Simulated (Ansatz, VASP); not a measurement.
# Si3Sn: VASP beside Ansatz

File INCAR:

```
  ALGO = Normal
  EDIFF = 1E-7
  EDIFFG = -0.04
  ENCUT = 600
  GGA = PE
  IBRION = 2
  ISIF = 3
  ISMEAR = 0
  LASPH = True
  LCHARG = False
  LREAL = False
  LWAVE = False
  NELM = 80
  NSW = 90
  PREC = Accurate
  SIGMA = 0.1
```

The input KPOINTS:

```
k-points
0
Gamma
  6 6 4
```

The input POSCAR:

```
Si3Sn
1.0
    3.7345493500      0.0000000000      0.0000000000
    0.0000000000      3.7345493500      0.0000000000
    0.0000000000      0.0000000000      5.2814503400
Si Sn
3 1
Direct
    0.5000000000      0.0000000000      0.2500000000
    0.0000000000      0.5000000000      0.7500000000
    0.5000000000      0.5000000000      0.0000000000
    0.0000000000      0.0000000000      0.5000000000
```

Input for Ansatz:

```yaml
crystal:
  lattice:
    - [3.73454935, 0.0, 0.0]
    - [0.0, 3.73454935, 0.0]
    - [0.0, 0.0, 5.28145034]
  atoms:
    - { symbol: Si, position: [0.5, 0.0, 0.25] }
    - { symbol: Si, position: [0.0, 0.5, 0.75] }
    - { symbol: Si, position: [0.5, 0.5, 0.0] }
    - { symbol: Sn, position: [0.0, 0.0, 0.5] }
basis:
  ecutwfc: 420
kpoints:
  mp_grid: { grid: [6, 6, 4] }
hamiltonian:
  xc: pbe
scf:
  occupations: { method: gaussian, width: 0.1 }
  lower_state_search: "off"
output:
  forces: true
  stress: true
  eigenvalues: true
relax:
  adjacent_minimum: "off"
  f_tol: 0.04
  max_steps: 70
  cell: { stress_tol: 0.4 }
```

Alike in both runs: task relaxation of cell and atoms; functional PBE; k mesh 6 × 6 × 4; occupations gaussian, width 0.1 eV; no spin polarisation.

```csv
,VASP,Ansatz
version,VASP 6.6.1,Ansatz 0.2.0
potentials or method,"VASP PAW PBE potentials, release 64 (Si, Sn_d), cutoff 600 eV","scalar-relativistic, plane waves, PAW"
valence electrons in the cell,26,26
```

Ansatz gave:

```
gap on the k mesh at the Fermi level, each at its own relaxed structure (eV) : 0.23
relaxed volume (Å³/atom)                                                     : 23.84
relaxed cell length with the largest relative difference (Å)                 : 4.061
```

Problem. Estimate VASP's values.

Solution. gap on the k mesh at the Fermi level, each at its own relaxed structure (eV): 0.24; relaxed volume (Å³/atom): 23.92; relaxed cell length with the largest relative difference (Å): 4.067.

Noted on VASP's run: the volume moved by over 15 % at a fixed basis, so the end points are rough.
